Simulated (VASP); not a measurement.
# CdHg2Te3 (P6_3mc) in VASP: single point with PBE

Aim: the single point of CdHg2Te3 with PBE.

Everything below comes from runs of VASP 6.6.1. Logs are shortened: lines on timing, memory, paths and dates and some standing lists are left out, and cuts for length are marked.

## Step 1: The cell of the first run

The structure is hexagonal, space group P6_3mc (No. 186). The conventional cell has a = 4.691 Å, b = 4.691 Å, c = 23.080 Å, α = 90.00°, β = 90.00°, γ = 120.00°. Cd (site symmetry 3m) has 4 Te at 2.87 to 2.88 Å within 3.8 Å. Within 3.8 Å of Hg (site symmetry 3m) lie 4 Te at 2.88 to 2.89 Å. Hg (site symmetry 3m) has 4 Te at 2.88 to 2.89 Å within 3.8 Å. Within 3.8 Å of Te (site symmetry 3m) lie 3 Hg at 2.88 Å and 1 Cd at 2.88 Å. Within 3.8 Å of Te (site symmetry 3m) lie 3 Cd at 2.87 Å and 1 Hg at 2.89 Å. Within 3.8 Å of Te (site symmetry 3m) lie 4 Hg at 2.88 to 2.89 Å.

## Step 2: Single point, PBE

INCAR

```
PREC = Accurate
ENCUT = 520
EDIFF = 1E-6
ISMEAR = 0
SIGMA = 0.1
LREAL = False
LASPH = True
NELM = 100
ALGO = Fast
ISIF = 2
LWAVE = False
LCHARG = False
GGA = PE
NBANDS = 66
```

KPOINTS

```
Automatic mesh
0
Gamma
  12 12 2
```

POSCAR

```
CdHg2Te3
1.0
    4.6912175866      0.0000000000      0.0000000000
   -2.3456087933      4.0627136047      0.0000000000
    0.0000000000      0.0000000000     23.0799959421
Cd Hg Te
2 4 6
Direct
    0.3333333333      0.6666666667      0.9998314498
    0.6666666667      0.3333333333      0.4998314498
    0.3333333333      0.6666666667      0.3335803361
    0.3333333333      0.6666666667      0.6665587403
    0.6666666667      0.3333333333      0.1665587403
    0.6666666667      0.3333333333      0.8335803361
    0.3333333333      0.6666666667      0.1246154253
    0.3333333333      0.6666666667      0.4588154741
    0.3333333333      0.6666666667      0.7915985644
    0.6666666667      0.3333333333      0.2915985644
    0.6666666667      0.3333333333      0.6246154253
    0.6666666667      0.3333333333      0.9588154741
```

Potentials or basis: VASP PAW PBE potentials, release 64 (Cd, Hg, Te).

Launch:

```console
$ cat potpaw_PBE.64/Cd/POTCAR potpaw_PBE.64/Hg/POTCAR potpaw_PBE.64/Te/POTCAR > POTCAR
$ mpirun -np 1 vasp_std > vasp.out
```

OUTCAR:

```text
PREC = Accurate
   ENCUT = 520
   EDIFF = 1E-6
   ISMEAR = 0
   LREAL = False
   LASPH = True
   NELM = 100
   ISIF = 2
   GGA = PE

 ion  position               nearest neighbor table
   1  0.333  0.667  1.000-  12 2.87  12 2.87  12 2.87   7 2.88
   2  0.667  0.333  0.500-   8 2.87   8 2.87   8 2.87  11 2.88
   3  0.333  0.667  0.334-  10 2.88  10 2.88  10 2.88   8 2.89
   4  0.333  0.667  0.667-  11 2.88  11 2.88  11 2.88   9 2.89
   5  0.667  0.333  0.167-   7 2.88   7 2.88   7 2.88  10 2.89
   6  0.667  0.333  0.834-   9 2.88   9 2.88   9 2.88  12 2.89
   7  0.333  0.667  0.125-   5 2.88   5 2.88   5 2.88   1 2.88
   8  0.333  0.667  0.459-   2 2.87   2 2.87   2 2.87   3 2.89
   9  0.333  0.667  0.792-   6 2.88   6 2.88   6 2.88   4 2.89
  10  0.667  0.333  0.292-   3 2.88   3 2.88   3 2.88   5 2.89
  11  0.667  0.333  0.625-   4 2.88   4 2.88   4 2.88   2 2.88
  12  0.667  0.333  0.959-   1 2.87   1 2.87   1 2.87   6 2.89

  LATTYP: Found a hexagonal cell.
 ALAT       =     4.6912175866
 C/A-ratio  =     4.9198306231

  Lattice vectors:

 A1 = (   4.6912175866,   0.0000000000,   0.0000000000)
 A2 = (  -2.3456087933,   4.0627136047,   0.0000000000)
 A3 = (   0.0000000000,   0.0000000000,  23.0799959421)

Analysis of symmetry for initial positions (statically):
=====================================================================
 Subroutine PRICEL returns:
 Original cell was already a primitive cell.

 Routine SETGRP: Setting up the symmetry group for a
 hexagonal supercell.

 Subroutine GETGRP returns: Found 12 space group operations
 (whereof  6 operations were pure point group operations)
 out of a pool of 24 trial point group operations.

The static configuration has the point symmetry C_3v.
 The point group associated with its full space group is C_6v.

Analysis of symmetry for dynamics (positions and initial velocities):
=====================================================================
 Subroutine PRICEL returns:
 Original cell was already a primitive cell.

 Routine SETGRP: Setting up the symmetry group for a
 hexagonal supercell.

 Subroutine GETGRP returns: Found 12 space group operations
 (whereof  6 operations were pure point group operations)
 out of a pool of 24 trial point group operations.

The dynamic configuration has the point symmetry C_3v.
 The point group associated with its full space group is C_6v.

 Subroutine INISYM returns: Found 12 space group operations
 (whereof  6 operations are pure point group operations),
 and found     1 'primitive' translations

----------------------------------------------------------------------------------------

                                     Primitive cell

  volume of cell :     439.8833

  direct lattice vectors                    reciprocal lattice vectors
     4.691217587  0.000000000  0.000000000     0.213164276  0.123070452  0.000000000
    -2.345608793  4.062713605  0.000000000     0.000000000  0.246140904  0.000000000
     0.000000000  0.000000000 23.079995942     0.000000000  0.000000000  0.043327564

  length of vectors
     4.691217587  4.691217587 23.079995942     0.246140904  0.246140904  0.043327564

  position of ions in fractional coordinates (direct lattice)
     0.333333333  0.666666667  0.999831450
     0.666666667  0.333333333  0.499831450
     0.333333333  0.666666667  0.333580336
     0.333333333  0.666666667  0.666558740
     0.666666667  0.333333333  0.166558740
     0.666666667  0.333333333  0.833580336
     0.333333333  0.666666667  0.124615425
     0.333333333  0.666666667  0.458815474
     0.333333333  0.666666667  0.791598564
     0.666666667  0.333333333  0.291598564
     0.666666667  0.333333333  0.624615425
     0.666666667  0.333333333  0.958815474

  ion indices of the primitive-cell ions
   primitive index   ion index
                 1           1
                 2           2
                 3           3
                 4           4
                 5           5
                 6           6
                 7           7
                 8           8
                 9           9
                10          10
                11          11
                12          12

----------------------------------------------------------------------------------------

 KPOINTS: Automatic mesh

Automatic generation of k-mesh.
 Grid dimensions read from file:
 generate k-points for:   12   12    2

 Generating k-lattice:

  Cartesian coordinates                     Fractional coordinates (reciprocal lattice)
     0.017763690  0.010255871  0.000000000     0.083333333  0.000000000  0.000000000
     0.000000000  0.020511742  0.000000000     0.000000000  0.083333333  0.000000000
     0.000000000  0.000000000  0.021663782     0.000000000  0.000000000  0.500000000

  Length of vectors
     0.020511742  0.020511742  0.021663782

  Shift w.r.t. Gamma in fractional coordinates (k-lattice)
     0.000000000  0.000000000  0.000000000

 Subroutine IBZKPT returns following result:
 ===========================================

 Found     38 irreducible k-points:

 Following reciprocal coordinates:
            Coordinates               Weight
  0.000000  0.000000  0.000000      1.000000
  0.083333  0.000000  0.000000      6.000000
  0.166667  0.000000  0.000000      6.000000
  0.250000  0.000000  0.000000      6.000000
  0.333333  0.000000  0.000000      6.000000
  0.416667  0.000000  0.000000      6.000000
[... 16 lines left out ...]
  0.250000  0.000000  0.500000      6.000000
  0.333333  0.000000  0.500000      6.000000
 [... further k-points ...]
   k-points           NKPTS =     38   k-points in BZ     NKDIM =     38   number of bands    NBANDS=     66
   number of dos      NEDOS =    301   number of ions     NIONS =     12
   total plane-waves  NPLWV = 233280
   dimension x,y,z NGX =    36 NGY =   36 NGZ =  180
   dimension x,y,z NGXF=    72 NGYF=   72 NGZF=  360
   ions per type =               2   4   6
   NGX,Y,Z   is equivalent  to a cutoff of  12.76, 12.76, 12.97 a.u.
   NGXF,Y,Z  is equivalent  to a cutoff of  25.52, 25.52, 25.93 a.u.
 SYSTEM =  unknown system
   PREC   = accura    normal or accurate (medium, high low for compatibility)
   ISTART =      0    job   : 0-new  1-cont  2-samecut
   ICHARG =      2    charge: 1-file 2-atom 10-const
   ISPIN  =      1    spin polarized calculation?
   LNONCOLLINEAR =      F non collinear calculations
   LSORBIT =      F    spin-orbit coupling
   LASPH  =      T    aspherical Exc in radial PAW
   ENCUT  =  520.0 eV  38.22 Ry    6.18 a.u.   8.72  8.72 42.91*2*pi/ulx,y,z
   NELM   =    100;   NELMIN=  2; NELMDL= -5     # of ELM steps
   EDIFF  = 0.1E-05   stopping-criterion for ELM
   LREAL  =      F    real-space projection
   EDIFFG = 0.1E-04   stopping-criterion for IOM
   NSW    =      0    number of steps for IOM
   IBRION =     -1    ionic relax: 0-MD 1-quasi-New 2-CG
   NFREE  =      0    steps in history (QN), initial steepest desc. (CG)
   ISIF   =      2    stress and relaxation
   ISYM   =      2    0-nonsym 1-usesym 2-fastsym
   POTIM  = 0.5000    time-step for ionic-motion
   TEBEG  =    0.0;   TEEND  =   0.0 temperature during run
   PSTRESS=    0.0 pullay stress
   NELECT =     108.0000    total number of electrons
   NUPDOWN=      -1.0000    fix difference up-down
   EMIN   =  10.00;   EMAX   =-10.00  energy-range for DOS
   EFERMI =   0.00;   METHOD = LEGACY
   ISMEAR =     0;   SIGMA  =   0.10  broadening in eV -4-tet -1-fermi 0-gaus
   EFERMI_NEDOS =   21; number of points for ismear=-14 and -15
   IALGO  =     68    algorithm
   IMIX   =      4    mixing-type and parameters
     AMIX     =   0.40;   BMIX     =  1.00
     AMIX_MAG =   1.60;   BMIX_MAG =  1.00
  volume/ion in A,a.u.               =      36.66       247.37
  Fermi-wavevector in a.u.,A,eV,Ry     =   1.025109  1.937176 14.297674  1.050849
  Thomas-Fermi vector in A             =   2.158932
   LORBIT       =      0    0 simple, 1 ext, 2 COOP (PROOUT), +10 PAW based schemes
   GGA     = PE    functional components
   LHFCALC =     F    Hartree Fock is set to
   AEXX    =    0.0000 exact exchange contribution
   IVDW    =     0    specifies the selected vdW correction
   LEPSILON=     F    determine dielectric tensor
   LRPA    =     F    only Hartree local field effects (RPA)
 non-spin polarized calculation
 RMM-DIIS sequential band-by-band and
 Gauss-broadening in eV      SIGMA  =   0.10
  energy-cutoff  :      520.00
  volume of cell :      439.88
 maximum number of plane-waves:     11899
 NGX is ok and might be reduce to    36
   NGX = 17   NGY = 17   NGZ = 85

 number of electron     107.9999986 magnetization

 Free energy of the ion-electron system (eV)
  ---------------------------------------------------
  ext. energy  EPLUGINS =         0.00000000
  ---------------------------------------------------
  free energy    TOTEN  =       -24.12691605 eV

  energy without entropy =      -24.12598420  energy(sigma->0) =      -24.12645012

 E-fermi :   2.1748     XC(G=0):  -8.3298

 val. band max:        2.1141766282   @ k =   0.0000   0.0000   0.0000
 cond. band min:       2.6000408917   @ k =   0.0000   0.0000   0.5000
 fundamental gap:      0.4858642634
 Fermi energy:         2.1747672396

 k-point     1 :       0.0000    0.0000    0.0000
  band No.  band energies     occupation
      1      -9.1584      2.00000
      2      -9.1036      2.00000
      3      -8.9810      2.00000
      4      -8.8639      2.00000
      5      -8.7521      2.00000
      6      -8.6911      2.00000
[... 58 lines left out ...]
     65       6.6732      0.00000
     66       6.6921      0.00000

 k-point     2 :       0.0833    0.0000    0.0000
  band No.  band energies     occupation
      1      -9.1335      2.00000
      2      -9.0799      2.00000
      3      -8.9603      2.00000
      4      -8.8460      2.00000
      5      -8.7389      2.00000
      6      -8.6796      2.00000
[... 1576 lines left out ...]
     65       6.6037      0.00000
     66       6.6038      0.00000

 [... further k-points ...]

------------------------ aborting loop because EDIFF is reached ----------------------------------------

  FORCE on cell =-STRESS in cart. coord.  units (eV):
  Direction    XX          YY          ZZ          XY          YZ          ZX
  --------------------------------------------------------------------------------------
  -------------------------------------------------------------------------------------
  Total        0.1784885      0.1784885      0.1737337      0.0000000      0.0000000      0.0000000
  in kB        0.6501047      0.6501047      0.6327863      0.0000000      0.0000000      0.0000000
  external PRESSURE =       0.6443319 kB  Pullay stress =       0.0000000 kB

 VOLUME and BASIS-vectors are now :
 -----------------------------------------------------------------------------
  energy-cutoff  :      520.00
  volume of cell :      439.88
      direct lattice vectors                 reciprocal lattice vectors
     4.691217587  0.000000000  0.000000000     0.213164276  0.123070452  0.000000000
    -2.345608793  4.062713605  0.000000000     0.000000000  0.246140904  0.000000000
     0.000000000  0.000000000 23.079995942     0.000000000  0.000000000  0.043327564

 POSITION                                       TOTAL-FORCE (eV/Angst)
 -----------------------------------------------------------------------------------
     -0.00000      2.70848     23.07611         0.000000     -0.000000     -0.000467
      2.34561      1.35424     11.53611        -0.000000     -0.000000     -0.000467
     -0.00000      2.70848      7.69903         0.000000     -0.000000      0.001572
     -0.00000      2.70848     15.38417        -0.000000     -0.000000      0.000946
      2.34561      1.35424      3.84418         0.000000      0.000000      0.000946
      2.34561      1.35424     19.23903        -0.000000      0.000000      0.001572
     -0.00000      2.70848      2.87612        -0.000000     -0.000000      0.002469
     -0.00000      2.70848     10.58946        -0.000000     -0.000000     -0.004322
     -0.00000      2.70848     18.27009        -0.000000      0.000000     -0.000198
      2.34561      1.35424      6.73009        -0.000000     -0.000000     -0.000198
      2.34561      1.35424     14.41612        -0.000000     -0.000000      0.002469
      2.34561      1.35424     22.12946         0.000000     -0.000000     -0.004322
 -----------------------------------------------------------------------------------
    total drift:                               -0.000000      0.000000     -0.000395

  FREE ENERGIE OF THE ION-ELECTRON SYSTEM (eV)
  ---------------------------------------------------
  free  energy   TOTEN  =       -24.1269160468 eV

  energy  without entropy=      -24.1259841983  energy(sigma->0) =      -24.12645012
```

It took 36 min on 1 thread of Oxide Virtual Turin-like, shared host; peak memory 1.1 GiB.

What came out:

* Free energy: -24.1269 eV
* Pressure: 0.1 GPa
* Largest force: 0.004 eV/Å
* Band gap on the k mesh: zero (filled and empty bands touch)

Forces in eV/Å, atoms in the order of the input:
```
Cd   0.000  0.000  0.000
Cd   0.000  0.000  0.000
Hg   0.000  0.000  0.002
Hg   0.000  0.000  0.001
Hg   0.000  0.000  0.001
Hg   0.000  0.000  0.002
Te   0.000  0.000  0.002
Te   0.000  0.000 -0.004
Te   0.000  0.000  0.000
Te   0.000  0.000  0.000
Te   0.000  0.000  0.002
Te   0.000  0.000 -0.004
```

Caveat: semilocal functionals underestimate gaps, and a narrow one can read as zero; spin-orbit coupling is left out, which moves the levels of the heavy elements.

The gap in the log of VASP goes by the Fermi energy; the results here count the filled bands.